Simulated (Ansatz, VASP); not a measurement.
# One calculation of PIr2, two programs

INCAR

```
ALGO = Normal
EDIFF = 1E-6
ENCUT = 520
ISIF = 2
ISMEAR = -1
LASPH = T
LCHARG = T
LELF = T
LREAL = F
LVHAR = T
LWAVE = F
NBANDS = 18
NELM = 100
PREC = Accurate
SIGMA = 0.05
```

KPOINTS

```
k-points
0
Gamma
  11 11 11
```

Contents of POSCAR:

```
PIr2
1.0
    0.0000000000      2.7675000000      2.7121500000
    2.7675000000      0.0000000000      2.7121500000
    2.7675000000      2.7675000000      0.0000000000
P Ir
1 2
Direct
    0.0000000000      0.0000000000      0.0000000000
    0.2500000000      0.2500000000      0.2500000000
    0.7500000000      0.7500000000      0.7500000000
```

Input for Ansatz:

```yaml
crystal:
  lattice:
    - [0.0, 2.7675, 2.71215]
    - [2.7675, 0.0, 2.71215]
    - [2.7675, 2.7675, 0.0]
  atoms:
    - { symbol: P, position: [0.0, 0.0, 0.0] }
    - { symbol: Ir, position: [0.25, 0.25, 0.25] }
    - { symbol: Ir, position: [0.75, 0.75, 0.75] }
kpoints:
  mp_grid: { grid: [11, 11, 11] }
  band_path:
    path:
      - [0.0, 0.0, 0.0]
      - [0.0, 0.5, 0.5]
      - [0.25, 0.75, 0.5]
      - [0.0, 0.5, 0.0]
      - [0.0, 0.0, 0.0]
      - [0.5, 0.5, 0.0]
      - [0.3801541025, 0.6198458975, 0.0]
      - [-0.3801541025, 0.3801541025, 0.0]
      - [0.0, 0.0, 0.0]
    npoints: 5
scf:
  occupations: { method: fermi_dirac, width: 0.05 }
hamiltonian:
  xc: lda
  pseudopotentials: { kind: all_electron, lapw: { basis_error: 0.001 } }
output:
  forces: true
  stress: true
  eigenvalues: true
```

Change from the starting cell: zz strain of -2 %.

Alike in both runs: task single point; functional LDA; k mesh 11 × 11 × 11; occupations fermi-dirac, width 0.05 eV; no spin polarisation.

|  | VASP | Ansatz |
| --- | --- | --- |
| version | VASP 6.6.1 | Ansatz 0.2.0 |
| potentials or method | VASP PAW LDA potentials, release 64 (P, Ir), cutoff 520 eV | all-electron LAPW, scalar-relativistic |

Ansatz gave:

- pressure (GPa): 1.6
- traceless stress, the component that is largest in VASP (GPa): 7.12

Question: What did VASP give for the same quantities?

Answer: Pressure (GPa): 3.6; traceless stress, the component that is largest in VASP (GPa): 7.21.

LDA's correlation is that of Perdew and Zunger in VASP and of Perdew and Wang (1992) in Ansatz. Ansatz ran all-electron here, and VASP with PAW potentials.

Neither program's run includes spin-orbit coupling.
